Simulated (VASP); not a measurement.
# Ba3Si (Pm-3m) in VASP: a series of runs

Ba3Si is run at these levels: PBE; tasks: single point.

Program: VASP 6.6.1. These are calculated values, not measurements. Logs are shortened: lines on timing, memory, paths and dates and some standing lists are left out, and cuts for length are marked.

## 1. The cell of the first run

Symmetry: Pm-3m, No. 221, cubic system. Conventional cell: a = 5.441 Å, b = 5.441 Å, c = 5.441 Å, α = 90.00°, β = 90.00°, γ = 90.00°. Within 5.1 Å of Ba (site symmetry 4/mmm) lie 8 Ba at 3.85 Å and 4 Si at 3.85 Å. Within 5.1 Å of Si (site symmetry m-3m) lie 12 Ba at 3.85 Å.

## 2. Single point, PBE

The input, INCAR:

```
ALGO     = Normal         # electronic algorithm
EDIFF    = 1E-6           # SCF threshold, eV
ENCUT    = 520            # plane-wave cutoff, eV
GGA      = PE             # functional
ISIF     = 2              # what is computed and relaxed
ISMEAR   = 0              # smearing method
LASPH    = True           # aspherical terms in the spheres
LCHARG   = True           # write CHGCAR
LELF     = True           # ELF
LREAL    = False          # projectors in reciprocal space
LVHAR    = True         
LWAVE    = False          # write WAVECAR
NBANDS   = 25             # bands
NELM     = 60             # most SCF steps
PREC     = Accurate       # precision mode
SIGMA    = 0.05           # smearing width, eV
```

The input, KPOINTS:

```
k-points
0
Gamma
  6 6 6
```

The input, POSCAR:

```
Ba3Si
1.0
    5.4407209612      0.0000000000      0.0000000000
    0.0000000000      5.4407209612      0.0000000000
    0.0000000000      0.0000000000      5.4407209612
Ba Si
3 1
Direct
    0.0000000000      0.5000000000      0.5000000000
    0.5000000000      0.5000000000      0.0000000000
    0.5000000000      0.0000000000      0.5000000000
    0.0000000000      0.0000000000      0.0000000000
```

Potentials or basis: VASP PAW PBE potentials, release 64 (Ba_sv, Si).

Started as:

```bash
cat potpaw_PBE.64/Ba_sv/POTCAR potpaw_PBE.64/Si/POTCAR > POTCAR
mpirun -np 1 vasp_std > vasp.out
```

OUTCAR:

```text
EDIFF = 1E-6
   ENCUT = 520
   GGA = PE
   ISIF = 2
   ISMEAR = 0
   LASPH = True
   LREAL = False
   NELM = 60
   PREC = Accurate

 ion  position               nearest neighbor table
   1  0.000  0.500  0.500-   2 3.85   3 3.85   4 3.85   2 3.85   4 3.85   3 3.85   4 3.85   4 3.85
                             2 3.85   3 3.85   2 3.85   3 3.85
   2  0.500  0.500  0.000-   1 3.85   3 3.85   4 3.85   1 3.85   3 3.85   3 3.85   4 3.85   3 3.85
                             1 3.85   4 3.85   1 3.85   4 3.85
   3  0.500  0.000  0.500-   1 3.85   2 3.85   4 3.85   2 3.85   4 3.85   1 3.85   2 3.85   2 3.85
                             1 3.85   4 3.85   4 3.85   1 3.85
   4  0.000  0.000  0.000-   1 3.85   2 3.85   3 3.85   1 3.85   3 3.85   1 3.85   2 3.85   1 3.85
                             2 3.85   3 3.85   3 3.85   2 3.85

  LATTYP: Found a simple cubic cell.
 ALAT       =     5.4407209612

  Lattice vectors:

 A1 = (   5.4407209612,   0.0000000000,   0.0000000000)
 A2 = (   0.0000000000,   5.4407209612,   0.0000000000)
 A3 = (   0.0000000000,   0.0000000000,   5.4407209612)

Analysis of symmetry for initial positions (statically):
=====================================================================
 Subroutine PRICEL returns:
 Original cell was already a primitive cell.

 Routine SETGRP: Setting up the symmetry group for a
 simple cubic supercell.

 Subroutine GETGRP returns: Found 48 space group operations
 (whereof 48 operations were pure point group operations)
 out of a pool of 48 trial point group operations.

The static configuration has the point symmetry O_h .

Analysis of symmetry for dynamics (positions and initial velocities):
=====================================================================
 Subroutine PRICEL returns:
 Original cell was already a primitive cell.

 Routine SETGRP: Setting up the symmetry group for a
 simple cubic supercell.

 Subroutine GETGRP returns: Found 48 space group operations
 (whereof 48 operations were pure point group operations)
 out of a pool of 48 trial point group operations.

The dynamic configuration has the point symmetry O_h .

 Subroutine INISYM returns: Found 48 space group operations
 (whereof 48 operations are pure point group operations),
 and found     1 'primitive' translations

----------------------------------------------------------------------------------------

                                     Primitive cell

  volume of cell :     161.0532

  direct lattice vectors                    reciprocal lattice vectors
     5.440720961  0.000000000  0.000000000     0.183799171  0.000000000  0.000000000
     0.000000000  5.440720961  0.000000000     0.000000000  0.183799171  0.000000000
     0.000000000  0.000000000  5.440720961     0.000000000  0.000000000  0.183799171

  length of vectors
     5.440720961  5.440720961  5.440720961     0.183799171  0.183799171  0.183799171

  position of ions in fractional coordinates (direct lattice)
     0.000000000  0.500000000  0.500000000
     0.500000000  0.500000000  0.000000000
     0.500000000  0.000000000  0.500000000
     0.000000000  0.000000000  0.000000000

  ion indices of the primitive-cell ions
   primitive index   ion index
                 1           1
                 2           2
                 3           3
                 4           4

----------------------------------------------------------------------------------------

 KPOINTS: k-points

Automatic generation of k-mesh.
 Grid dimensions read from file:
 generate k-points for:    6    6    6

 Generating k-lattice:

  Cartesian coordinates                     Fractional coordinates (reciprocal lattice)
     0.030633195  0.000000000  0.000000000     0.166666667  0.000000000  0.000000000
     0.000000000  0.030633195  0.000000000     0.000000000  0.166666667  0.000000000
     0.000000000  0.000000000  0.030633195     0.000000000  0.000000000  0.166666667

  Length of vectors
     0.030633195  0.030633195  0.030633195

  Shift w.r.t. Gamma in fractional coordinates (k-lattice)
     0.000000000  0.000000000  0.000000000

 Subroutine IBZKPT returns following result:
 ===========================================

 Found     20 irreducible k-points:

 Following reciprocal coordinates:
            Coordinates               Weight
  0.000000  0.000000  0.000000      1.000000
  0.166667  0.000000  0.000000      6.000000
  0.333333  0.000000  0.000000      6.000000
  0.500000  0.000000  0.000000      3.000000
  0.166667  0.166667  0.000000     12.000000
  0.333333  0.166667  0.000000     24.000000
[... 12 lines left out ...]
  0.500000  0.500000  0.333333      6.000000
  0.500000  0.500000  0.500000      1.000000
   k-points           NKPTS =     20   k-points in BZ     NKDIM =     20   number of bands    NBANDS=     25
   number of dos      NEDOS =    301   number of ions     NIONS =      4
   total plane-waves  NPLWV =  64000
   dimension x,y,z NGX =    40 NGY =   40 NGZ =   40
   dimension x,y,z NGXF=    80 NGYF=   80 NGZF=   80
   ions per type =               3   1
   NGX,Y,Z   is equivalent  to a cutoff of  12.22, 12.22, 12.22 a.u.
   NGXF,Y,Z  is equivalent  to a cutoff of  24.44, 24.44, 24.44 a.u.
 SYSTEM =  unknown system
   PREC   = accura    normal or accurate (medium, high low for compatibility)
   ISTART =      0    job   : 0-new  1-cont  2-samecut
   ICHARG =      2    charge: 1-file 2-atom 10-const
   ISPIN  =      1    spin polarized calculation?
   LNONCOLLINEAR =      F non collinear calculations
   LSORBIT =      F    spin-orbit coupling
   LASPH  =      T    aspherical Exc in radial PAW
   ENCUT  =  520.0 eV  38.22 Ry    6.18 a.u.  10.12 10.12 10.12*2*pi/ulx,y,z
   NELM   =     60;   NELMIN=  2; NELMDL= -5     # of ELM steps
   EDIFF  = 0.1E-05   stopping-criterion for ELM
   LREAL  =      F    real-space projection
   EDIFFG = 0.1E-04   stopping-criterion for IOM
   NSW    =      0    number of steps for IOM
   IBRION =     -1    ionic relax: 0-MD 1-quasi-New 2-CG
   NFREE  =      0    steps in history (QN), initial steepest desc. (CG)
   ISIF   =      2    stress and relaxation
   ISYM   =      2    0-nonsym 1-usesym 2-fastsym
   POTIM  = 0.5000    time-step for ionic-motion
   TEBEG  =    0.0;   TEEND  =   0.0 temperature during run
   PSTRESS=    0.0 pullay stress
   NELECT =      34.0000    total number of electrons
   NUPDOWN=      -1.0000    fix difference up-down
   EMIN   =  10.00;   EMAX   =-10.00  energy-range for DOS
   EFERMI =   0.00;   METHOD = LEGACY
   ISMEAR =     0;   SIGMA  =   0.05  broadening in eV -4-tet -1-fermi 0-gaus
   EFERMI_NEDOS =   21; number of points for ismear=-14 and -15
   IALGO  =     38    algorithm
   IMIX   =      4    mixing-type and parameters
     AMIX     =   0.40;   BMIX     =  1.00
     AMIX_MAG =   1.60;   BMIX_MAG =  1.00
  volume/ion in A,a.u.               =      40.26       271.71
  Fermi-wavevector in a.u.,A,eV,Ry     =   0.974791  1.842087 12.928484  0.950217
  Thomas-Fermi vector in A             =   2.105279
   LORBIT       =      0    0 simple, 1 ext, 2 COOP (PROOUT), +10 PAW based schemes
   GGA     = PE    functional components
   LHFCALC =     F    Hartree Fock is set to
   AEXX    =    0.0000 exact exchange contribution
   IVDW    =     0    specifies the selected vdW correction
   LEPSILON=     F    determine dielectric tensor
   LRPA    =     F    only Hartree local field effects (RPA)
 non-spin polarized calculation
 Gauss-broadening in eV      SIGMA  =   0.05
  energy-cutoff  :      520.00
  volume of cell :      161.05
 maximum number of plane-waves:      4385
   NGX = 21   NGY = 21   NGZ = 21

 number of electron      34.0000001 magnetization

 Free energy of the ion-electron system (eV)
  ---------------------------------------------------
  ext. energy  EPLUGINS =         0.00000000
  ---------------------------------------------------
  free energy    TOTEN  =       -11.13895566 eV

  energy without entropy =      -11.13309345  energy(sigma->0) =      -11.13602456

 E-fermi :   3.0325     XC(G=0):  -8.5746

 val. band max:        3.0275607491   @ k =   0.5000   0.3333   0.0000
 cond. band min:       3.0737381686   @ k =   0.1667   0.1667   0.0000
 fundamental gap:      0.0461774195
 Fermi energy:         3.0324972539

 k-point     1 :       0.0000    0.0000    0.0000
  band No.  band energies     occupation
      1     -25.6837      2.00000
      2     -25.4422      2.00000
      3     -25.4422      2.00000
      4     -11.3668      2.00000
      5     -11.3668      2.00000
      6     -11.3668      2.00000
[... 17 lines left out ...]
     24       6.3649      0.00000
     25       6.3649      0.00000

 k-point     2 :       0.1667    0.0000    0.0000
  band No.  band energies     occupation
      1     -25.6696      2.00000
      2     -25.4567      2.00000
      3     -25.4420      2.00000
      4     -11.3293      2.00000
      5     -11.3293      2.00000
      6     -11.3114      2.00000
[... 17 lines left out ...]
     24       6.0394      0.00000
     25       6.6869      0.00000

 k-point     3 :       0.3333    0.0000    0.0000
  band No.  band energies     occupation
      1     -25.6333      2.00000
      2     -25.4939      2.00000
      3     -25.4415      2.00000
      4     -11.2379      2.00000
      5     -11.2379      2.00000
      6     -11.1504      2.00000
[... 17 lines left out ...]
     24       5.7510      0.00000
     25       6.2600      0.00000

 k-point     4 :       0.5000    0.0000    0.0000
  band No.  band energies     occupation
      1     -25.6041      2.00000
      2     -25.5236      2.00000
      3     -25.4413      2.00000
      4     -11.1771      2.00000
      5     -11.1771      2.00000
      6     -10.9081      2.00000
[... 17 lines left out ...]
     24       5.1399      0.00000
     25       5.5551      0.00000
[... 365 lines left out ...]
 k-point    18 :       0.5000    0.3333    0.3333
  band No.  band energies     occupation
      1     -25.5420      2.00000
      2     -25.5216      2.00000
      3     -25.5013      2.00000
      4     -11.6686      2.00000
      5     -11.1956      2.00000
      6     -11.1635      2.00000
[... 17 lines left out ...]
     24       5.5459      0.00000
     25       6.3080      0.00000

 k-point    19 :       0.5000    0.5000    0.3333
  band No.  band energies     occupation
      1     -25.5214      2.00000
      2     -25.5213      2.00000
      3     -25.5213      2.00000
      4     -11.7335      2.00000
      5     -11.2424      2.00000
      6     -11.1754      2.00000
[... 17 lines left out ...]
     24       5.4125      0.00000
     25       6.1327      0.00000

 k-point    20 :       0.5000    0.5000    0.5000
  band No.  band energies     occupation
      1     -25.5210      2.00000
      2     -25.5210      2.00000
      3     -25.5210      2.00000
      4     -11.8093      2.00000
      5     -11.2381      2.00000
      6     -11.2381      2.00000
[... 17 lines left out ...]
     24       5.8756      0.00000
     25       5.9256      0.00000

------------------------ aborting loop because EDIFF is reached ----------------------------------------

  FORCE on cell =-STRESS in cart. coord.  units (eV):
  Direction    XX          YY          ZZ          XY          YZ          ZX
  --------------------------------------------------------------------------------------
  -------------------------------------------------------------------------------------
  Total       -0.1909911     -0.1909911     -0.1909911     -0.0000000     -0.0000000      0.0000000
  in kB       -1.9000033     -1.9000033     -1.9000033     -0.0000000     -0.0000000      0.0000000
  external PRESSURE =      -1.9000033 kB  Pullay stress =       0.0000000 kB

 VOLUME and BASIS-vectors are now :
 -----------------------------------------------------------------------------
  energy-cutoff  :      520.00
  volume of cell :      161.05
      direct lattice vectors                 reciprocal lattice vectors
     5.440720961  0.000000000  0.000000000     0.183799171  0.000000000  0.000000000
     0.000000000  5.440720961  0.000000000     0.000000000  0.183799171  0.000000000
     0.000000000  0.000000000  5.440720961     0.000000000  0.000000000  0.183799171

 POSITION                                       TOTAL-FORCE (eV/Angst)
 -----------------------------------------------------------------------------------
      0.00000      2.72036      2.72036         0.000000      0.000000      0.000000
      2.72036      2.72036      0.00000         0.000000      0.000000      0.000000
      2.72036      0.00000      2.72036         0.000000      0.000000      0.000000
      0.00000      0.00000      0.00000         0.000000      0.000000      0.000000
 -----------------------------------------------------------------------------------
    total drift:                                0.000000     -0.000000     -0.000000

  FREE ENERGIE OF THE ION-ELECTRON SYSTEM (eV)
  ---------------------------------------------------
  free  energy   TOTEN  =       -11.1389556649 eV

  energy  without entropy=      -11.1330934480  energy(sigma->0) =      -11.13602456
```

Run time: 39 s. Hardware: 1 thread of Intel Xeon 6975P-C (Granite Rapids), shared host; peak memory 0.26 GiB.

Results:

```
Free energy            : -11.1390 eV
Pressure               : -0.2 GPa
Band gap on the k mesh : zero (band 17 reaches 3.65 eV, above the bottom of band 18 at 2.73 eV)
```

Levels at points of the mesh, in eV from the Fermi level:
| k point | band 13 | band 14 | band 15 | band 16 | band 17 | band 18 | band 19 | band 20 | band 21 | band 22 |
| --- | --- | --- | --- | --- | --- | --- | --- | --- | --- | --- |
| (0.00, 0.00, 0.00) | -6.48 | -2.09 | -0.28 | -0.28 | -0.11 | -0.11 | -0.11 | 0.21 | 0.21 | 0.21 |
| (0.50, 0.00, 0.00) | -6.04 | -2.14 | -0.76 | -0.73 | -0.73 | 0.33 | 1.15 | 2.03 | 2.04 | 2.04 |
| (0.50, 0.50, 0.00) | -5.98 | -1.34 | -1.34 | -1.19 | 0.61 | 0.72 | 0.72 | 1.23 | 2.05 | 2.05 |
| (0.50, 0.50, 0.50) | -6.25 | -0.56 | -0.56 | -0.56 | -0.30 | -0.30 | -0.30 | 2.02 | 2.03 | 2.03 |

Caveat: spin-orbit coupling is left out, which moves the levels of the heavy elements.

## 3. Single point, PBE

This run uses another cell than the first one, of 40.42 Å³/atom, 1.004 times its volume.

The input, INCAR:

```
PREC     = Accurate       # precision mode
ENCUT    = 520            # plane-wave cutoff, eV
EDIFF    = 1E-6           # SCF threshold, eV
ISMEAR   = 0              # smearing method
SIGMA    = 0.05           # smearing width, eV
LREAL    = False          # projectors in reciprocal space
LASPH    = True           # aspherical terms in the spheres
NELM     = 60             # most SCF steps
ALGO     = Normal         # electronic algorithm
ISIF     = 2              # what is computed and relaxed
LWAVE    = False          # write WAVECAR
LCHARG   = True           # write CHGCAR
GGA      = PE             # functional
LELF     = True           # ELF
LVHAR    = True         
NBANDS   = 25             # bands
```

The input, KPOINTS:

```
regular mesh
0
Gamma
  6 6 6
```

The input, POSCAR:

```
Ba3Si
1.0
    5.4479946610      0.0000000000      0.0000000000
    0.0000000000      5.4479946610      0.0000000000
    0.0000000000      0.0000000000      5.4479946610
Ba Si
3 1
Direct
    0.0000000000      0.5000000000      0.5000000000
    0.5000000000      0.5000000000      0.0000000000
    0.5000000000      0.0000000000      0.5000000000
    0.0000000000      0.0000000000      0.0000000000
```

Potentials or basis: VASP PAW PBE potentials, release 64 (Ba_sv, Si).

Started as:

```bash
cat potpaw_PBE.64/Ba_sv/POTCAR potpaw_PBE.64/Si/POTCAR > POTCAR
mpirun -np 1 vasp_std > vasp.out
```

It took 52 s on 1 thread of Intel Xeon 6975P-C (Granite Rapids), shared host; peak memory 0.28 GiB.

The run converged. Its results:

```
Free energy            : -11.1381 eV
Pressure               : -0.3 GPa
Band gap on the k mesh : zero (band 17 reaches 3.62 eV, above the bottom of band 18 at 2.71 eV)
```

Levels at points of the mesh, in eV from the Fermi level:
```csv
k point,band 15,band 16,band 17,band 18,band 19,band 20
"(0.00, 0.00, 0.00)",-0.28,-0.28,-0.11,-0.11,-0.11,0.20
"(0.50, 0.00, 0.00)",-0.76,-0.73,-0.73,0.33,1.15,2.01
"(0.50, 0.50, 0.00)",-1.34,-1.19,0.60,0.72,0.72,1.22
"(0.50, 0.50, 0.50)",-0.56,-0.56,-0.31,-0.31,-0.31,2.01
```

Caveat: spin-orbit coupling is left out, which moves the levels of the heavy elements.

[end of part 1 of 2]
